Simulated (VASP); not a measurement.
# CoO in VASP: a series of runs, part 3 of 3

VASP 6.6.1. Earlier steps stand in the parts before.

### 4 Single point, PBE, collinear spin, ferromagnetic start

This run uses another cell than the first one, of 9.01 Å³/atom.

File INCAR:

```
SYSTEM = CoO
ALGO     = Normal         ! electronic algorithm
EDIFF    = 1E-7           ! SCF threshold, eV
ENCUT    = 520            ! plane-wave cutoff, eV
GGA      = PE             ! functional
ISIF     = 2              ! what is computed and relaxed
ISMEAR   = -1             ! smearing method
ISPIN    = 2              ! spin polarisation
LASPH    = .True.         ! aspherical terms in the spheres
LCHARG   = .False.        ! write CHGCAR
LMAXMIX  = 4              ! l up to which the mixer works
LORBIT   = 11             ! projections on sites
LREAL    = .False.        ! projectors in reciprocal space
LWAVE    = .False.        ! write WAVECAR
MAGMOM   = 2 0            ! initial moments
NBANDS   = 18             ! bands
NELM     = 150            ! most SCF steps
PREC     = Accurate       ! precision mode
SIGMA    = 0.05           ! smearing width, eV
```

File KPOINTS:

```
k-points
0
Gamma
  12 12 12
  0 0 0
```

File POSCAR:

```
CoO
1.0
   -1.4772162830      1.4772162830      2.0642331802
    1.4772162830     -1.4772162830      2.0642331802
    1.4772162830      1.4772162830     -2.0642331802
Co O
1 1
Direct
    0.0000000000      0.0000000000      0.0000000000
    0.5000000000      0.5000000000      0.0000000000
```

Potentials or basis: VASP PAW PBE potentials, release 64 (Co, O).

On the command line:

```console
$ cat potpaw_PBE.64/Co/POTCAR potpaw_PBE.64/O/POTCAR > POTCAR
$ mpirun -np 1 vasp_std > vasp.out
```

OUTCAR:

```text
SYSTEM = CoO
   EDIFF = 1E-7
   ENCUT = 520
   GGA = PE
   ISIF = 2
   ISMEAR = -1
   ISPIN = 2
   LASPH = .True.
   LORBIT = 11
   LREAL = .False.
   NELM = 150
   PREC = Accurate

 ion  position               nearest neighbor table
   1  0.000  0.000  0.000-   2 2.06   2 2.06   2 2.09   2 2.09   2 2.09   2 2.09
   2  0.500  0.500  0.000-   1 2.06   1 2.06   1 2.09   1 2.09   1 2.09   1 2.09

  LATTYP: Found a body centered tetragonal cell.
 ALAT       =     2.9544325660
 C/A-ratio  =     1.3973804675

  Lattice vectors:

 A1 = (  -1.4772162830,   1.4772162830,   2.0642331802)
 A2 = (   1.4772162830,  -1.4772162830,   2.0642331802)
 A3 = (   1.4772162830,   1.4772162830,  -2.0642331802)

Analysis of symmetry for initial positions (statically):
=====================================================================
 Subroutine PRICEL returns:
 Original cell was already a primitive cell.

 Routine SETGRP: Setting up the symmetry group for a
 body centered tetragonal supercell.

 Subroutine GETGRP returns: Found 16 space group operations
 (whereof 16 operations were pure point group operations)
 out of a pool of 16 trial point group operations.

The static configuration has the point symmetry D_4h.

Analysis of symmetry for dynamics (positions and initial velocities):
=====================================================================
 Subroutine PRICEL returns:
 Original cell was already a primitive cell.

 Routine SETGRP: Setting up the symmetry group for a
 body centered tetragonal supercell.

 Subroutine GETGRP returns: Found 16 space group operations
 (whereof 16 operations were pure point group operations)
 out of a pool of 16 trial point group operations.

The dynamic configuration has the point symmetry D_4h.

Analysis of structural, dynamic, and magnetic symmetry:
=====================================================================
 Subroutine PRICEL returns:
 Original cell was already a primitive cell.

 Routine SETGRP: Setting up the symmetry group for a
 body centered tetragonal supercell.

 Subroutine GETGRP returns: Found 16 space group operations
[... 147 lines left out ...]
  free energy    TOTEN  =       -13.02985424 eV

  energy without entropy =      -12.99390316  energy(sigma->0) =      -13.01187870

 E-fermi :   8.9282     XC(G=0): -12.8157

 val. band max:        8.9249694143   @ k =  -0.2500   0.3333   0.2500
 cond. band min:       8.9328091315   @ k =  -0.3333   0.4167   0.0833
 fundamental gap:      0.0078397172
 Fermi energy:         8.9282366275

 spin component 1

 k-point     1 :       0.0000    0.0000    0.0000
  band No.  band energies     occupation
      1     -11.9569      1.00000
      2       5.4425      1.00000
      3       5.4786      1.00000
      4       5.4786      1.00000
      5       5.7696      1.00000
      6       5.7697      1.00000
[... 493 lines left out ...]
     17      37.2445      0.00000
     18      38.7135      0.00000

 [... further k-points ...]

 spin component 2

 k-point     1 :       0.0000    0.0000    0.0000
  band No.  band energies     occupation
      1     -11.5677      1.00000
      2       5.8627      1.00000
      3       5.9201      1.00000
      4       5.9201      1.00000
      5       7.6379      1.00000
      6       7.6380      1.00000
[... 493 lines left out ...]
     17      37.6584      0.00000
     18      39.1636      0.00000

 [... further k-points ...]

------------------------ aborting loop because EDIFF is reached ----------------------------------------

  FORCE on cell =-STRESS in cart. coord.  units (eV):
  Direction    XX          YY          ZZ          XY          YZ          ZX
  --------------------------------------------------------------------------------------
  -------------------------------------------------------------------------------------
  Total        1.0555159      1.0555159      1.1533319      0.0000000      0.0000000      0.0000000
  in kB       93.8573825     93.8573825    102.5552696      0.0000000      0.0000000      0.0000000
  external PRESSURE =      96.7566782 kB  Pullay stress =       0.0000000 kB

 VOLUME and BASIS-vectors are now :
 -----------------------------------------------------------------------------
  energy-cutoff  :      520.00
  volume of cell :       18.02
      direct lattice vectors                 reciprocal lattice vectors
    -1.477216283  1.477216283  2.064233180     0.000000000  0.338474471  0.242220697
     1.477216283 -1.477216283  2.064233180     0.338474471  0.000000000  0.242220697
     1.477216283  1.477216283 -2.064233180     0.338474471  0.338474471  0.000000000

 POSITION                                       TOTAL-FORCE (eV/Angst)
 -----------------------------------------------------------------------------------
      0.00000      0.00000      0.00000        -0.000000      0.000000      0.000000
      0.00000      0.00000      2.06423         0.000000     -0.000000     -0.000000
 -----------------------------------------------------------------------------------
    total drift:                               -0.000000      0.000000     -0.000000

  FREE ENERGIE OF THE ION-ELECTRON SYSTEM (eV)
  ---------------------------------------------------
  free  energy   TOTEN  =       -13.0298542367 eV

  energy  without entropy=      -12.9939031628  energy(sigma->0) =      -13.01187870

 total charge

# of ion       s       p       d       tot
------------------------------------------
    1        0.313   0.402   7.220   7.935
    2        1.558   3.448   0.000   5.006
--------------------------------------------------
tot          1.871   3.850   7.220  12.941

 magnetization (x)

# of ion       s       p       d       tot
------------------------------------------
    1        0.021   0.019   2.285   2.325
    2        0.030   0.194   0.000   0.224
--------------------------------------------------
tot          0.051   0.213   2.285   2.549
```

OSZICAR:

```text
N       E                     dE             d eps       ncg     rms          rms(c)
DAV:   1     0.765292476691E+02    0.76529E+02   -0.66065E+03 12268   0.979E+02
[... 16 lines left out ...]
DAV:  18    -0.130298907190E+02    0.11888E-04   -0.86573E-06 14922   0.261E-02    0.108E-01
DAV:  19    -0.130298638419E+02    0.26877E-04   -0.90457E-05 14378   0.101E-01    0.398E-02
DAV:  20    -0.130298549759E+02    0.88660E-05   -0.35863E-05 16664   0.687E-02    0.955E-03
DAV:  21    -0.130298538296E+02    0.11463E-05   -0.29295E-06 17460   0.216E-02    0.116E-02
DAV:  22    -0.130298540202E+02   -0.19061E-06   -0.76004E-07 14996   0.153E-02    0.554E-03
DAV:  23    -0.130298541567E+02   -0.13649E-06   -0.39133E-07 13344   0.894E-03    0.169E-03
DAV:  24    -0.130298542367E+02   -0.80076E-07   -0.57414E-08  6826   0.297E-03
   1 F= -.13029854E+02 E0= -.13011879E+02  d E =-.359511E-01  mag=     2.5894
```

stdout:

```text
POSCAR found type information on POSCAR CoO
 POSCAR found :  2 types and       2 ions
 scaLAPACK will be used
 LDA part: xc-table for (Slater+PW92), standard interpolation
 POSCAR, INCAR and KPOINTS ok, starting setup
 FFT: planning ... GRIDC
 FFT: planning ... GRID_SOFT
 FFT: planning ... GRID
 WAVECAR not read
 entering main loop
```

Wall time 2.3 min (1 thread of AMD EPYC 9R45 (Zen 5), shared host); peak memory 0.18 GiB.

What came out:

```
Free energy                                           : -13.0299 eV
Pressure                                              : 9.7 GPa
Net moment                                            : 2.59 μB per cell
Site moments                                          : Co +2.33; O +0.22 μB
Valence electrons inside the program's atomic spheres : Co 7.93; O 5.01
```

Stress tensor (GPa, compression positive):
```
 9.39  0.00  0.00
 0.00  9.39  0.00
 0.00  0.00 10.26
```

Caveat: the cell stands under pressure; a cell with one magnetic atom can't hold antiferromagnetic order, which such compounds often take; semilocal functionals often make such compounds metallic where correlation or magnetic order opens a gap, which also shifts bond lengths.

### 5 Single point, PBE, collinear spin, ferromagnetic start

This run uses another cell than the first one, of 9.39 Å³/atom.

INCAR is that of step 4.

KPOINTS is that of step 4.

File POSCAR:

```
CoO
1.0
   -1.4978793267      1.4978793267      2.0931073140
    1.4978793267     -1.4978793267      2.0931073140
    1.4978793267      1.4978793267     -2.0931073140
Co O
1 1
Direct
    0.0000000000      0.0000000000      0.0000000000
    0.5000000000      0.5000000000      0.0000000000
```

On the command line:

```console
$ cat potpaw_PBE.64/Co/POTCAR potpaw_PBE.64/O/POTCAR > POTCAR
$ mpirun -np 1 vasp_std > vasp.out
```

Wall time 1.7 min (1 thread of AMD EPYC 9R45 (Zen 5), shared host); peak memory 0.19 GiB.

The run converged. Its results:

* Free energy: -13.0604 eV
* Pressure: 2.8 GPa
* Net moment: 2.82 μB per cell
* Site moments: Co +2.50; O +0.28 μB
* Valence electrons inside the program's atomic spheres: Co 7.85; O 4.99

Stress tensor (GPa, compression positive):
```
2.70 0.00 0.00
0.00 2.70 0.00
0.00 0.00 2.98
```

Levels at points of the mesh, in eV from the Fermi level:
Spin up:
```csv
k point,band 7,band 8,band 9,band 10,band 11,band 12
"(0.00, 0.00, 0.00)",-3.10,-3.10,-2.98,1.16,16.95,18.36
"(0.50, 0.00, 0.00)",-1.74,0.16,0.24,5.14,9.62,13.50
"(0.50, 0.50, 0.00)",-2.32,-2.02,-1.95,6.08,9.95,11.87
"(0.50, 0.50, 0.50)",-2.32,-2.03,-2.03,6.08,10.11,11.74
```
Spin down:
```csv
k point,band 3,band 4,band 5,band 6,band 7,band 8,band 9,band 10
"(0.00, 0.00, 0.00)",-2.70,-2.70,-1.17,-1.17,-1.13,0.00,0.04,1.68
"(0.50, 0.00, 0.00)",-4.86,-4.82,-0.16,-0.12,0.18,2.74,2.78,5.41
"(0.50, 0.50, 0.00)",-4.04,-3.93,-2.34,0.10,0.14,0.50,1.04,6.91
"(0.50, 0.50, 0.50)",-4.02,-4.02,-2.34,0.13,0.13,0.56,1.01,6.91
```

Caveat: a cell with one magnetic atom can't hold antiferromagnetic order, which such compounds often take; semilocal functionals often make such compounds metallic where correlation or magnetic order opens a gap, which also shifts bond lengths.

### 6 Single point, PBE, collinear spin, ferromagnetic start

This run uses another cell than the first one, of 9.97 Å³/atom.

File INCAR:

```
SYSTEM = CoO
  PREC = Accurate
  ENCUT = 520
  EDIFF = 1E-7
  ISMEAR = -1
  SIGMA = 0.05
  LREAL = .FALSE.
  LASPH = .TRUE.
  NELM = 150
  ALGO = Normal
  ISIF = 2
  LWAVE = .FALSE.
  LCHARG = .FALSE.
  ISPIN = 2
  MAGMOM = 2 0
  LORBIT = 11
  LMAXMIX = 4
  GGA = PE
  NBANDS = 18
```

File KPOINTS:

```
Automatic mesh
0
G
  12 12 12
  0 0 0
```

File POSCAR:

```
CoO
1.0
   -1.5278448268      1.5278448268      2.1349805184
    1.5278448268     -1.5278448268      2.1349805184
    1.5278448268      1.5278448268     -2.1349805184
Co O
1 1
Direct
    0.0000000000      0.0000000000      0.0000000000
    0.5000000000      0.5000000000      0.0000000000
```

Potentials or basis: VASP PAW PBE potentials, release 64 (Co, O).

On the command line:

```console
$ cat potpaw_PBE.64/Co/POTCAR potpaw_PBE.64/O/POTCAR > POTCAR
$ mpirun -np 1 vasp_std > vasp.out
```

Run time: 1.7 min. Hardware: 1 thread of AMD EPYC 9R45 (Zen 5), shared host; peak memory 0.19 GiB.

The run converged. Its results:

| Property | Result |
| --- | --- |
| Free energy | -13.0465 eV |
| Pressure | -6.7 GPa |
| Net moment | 2.96 μB per cell |
| Site moments | Co +2.59; O +0.31 μB |
| Valence electrons inside the program's atomic spheres | Co 7.74; O 4.96 |

Stress tensor (GPa, compression positive):
```
-6.71  0.00  0.00
 0.00 -6.71  0.00
 0.00  0.00 -6.82
```

Levels at points of the mesh, in eV from the Fermi level:
Spin up:
```tsv
k point	band 6	band 7	band 8	band 9	band 10	band 11	band 12	band 13
(0.00, 0.00, 0.00)	-3.00	-2.96	-2.96	-2.94	0.86	16.78	17.89	17.89
(0.50, 0.00, 0.00)	-2.34	-1.82	0.00	0.07	5.02	9.06	13.11	13.38
(0.50, 0.50, 0.00)	-2.94	-2.48	-2.12	-2.04	5.67	9.59	11.59	15.37
(0.50, 0.50, 0.50)	-2.91	-2.49	-2.13	-2.13	5.68	9.75	11.48	15.31
```
Spin down:
```
           k point  band 4  band 5  band 6  band 7  band 8  band 9
(0.00, 0.00, 0.00)   -2.38   -1.04   -1.04   -1.01    0.08    0.13
(0.50, 0.00, 0.00)   -4.37   -0.13   -0.09    0.18    2.62    2.65
(0.50, 0.50, 0.00)   -3.55   -2.08    0.09    0.14    0.53    0.97
(0.50, 0.50, 0.50)   -3.63   -2.09    0.13    0.13    0.60    0.93
```

Caveat: the cell stands under tension; a cell with one magnetic atom can't hold antiferromagnetic order, which such compounds often take; semilocal functionals often make such compounds metallic where correlation or magnetic order opens a gap, which also shifts bond lengths. With open d or f shells a metallic result of PBE can be an artefact of self-interaction; +U or a hybrid may open a gap.

### 7 Overview

```csv
level,potentials or basis,cell,k mesh,gap on the mesh (eV),pressure (GPa),moment (μB)
PBE,"VASP PAW PBE potentials, release 64 (Co, O)","a = 2.998 Å, angles 119.6, 119.6, 90.7°, 2 atoms",4 × 4 × 4,none,-5.4,2.39
LDA,"VASP PAW LDA potentials, release 64 (Co, O)","a = 2.887 Å, angles 120.0, 120.0, 90.0°, 2 atoms",12 × 12 × 12,none,-3.5,1.98
PBE,"VASP PAW PBE potentials, release 64 (Co, O)","a = 2.937 Å, angles 119.6, 119.6, 90.7°, 2 atoms",12 × 12 × 12,none,9.7,2.59
PBE,"VASP PAW PBE potentials, release 64 (Co, O)","a = 2.978 Å, angles 119.6, 119.6, 90.7°, 2 atoms",12 × 12 × 12,none,2.8,2.82
PBE,"VASP PAW PBE potentials, release 64 (Co, O)","a = 3.038 Å, angles 119.6, 119.6, 90.7°, 2 atoms",12 × 12 × 12,none,-6.7,2.96
```

Alike in all rows: task single point; spin collinear, ferromagnetic start; cutoff (eV) 520; smearing fermi-dirac 0.05 eV.

Caveats: some runs use coarse meshes; a cell with one magnetic atom can't hold antiferromagnetic order, which such compounds often take; semilocal functionals often make such compounds metallic where correlation or magnetic order opens a gap, which also shifts bond lengths; the cell stands under tension (at least some runs); the cell stands under pressure (at least some runs).

Absolute energies hang on the potentials; compare differences alone.

The gap in the log of VASP goes by the Fermi energy; the results here count the filled bands.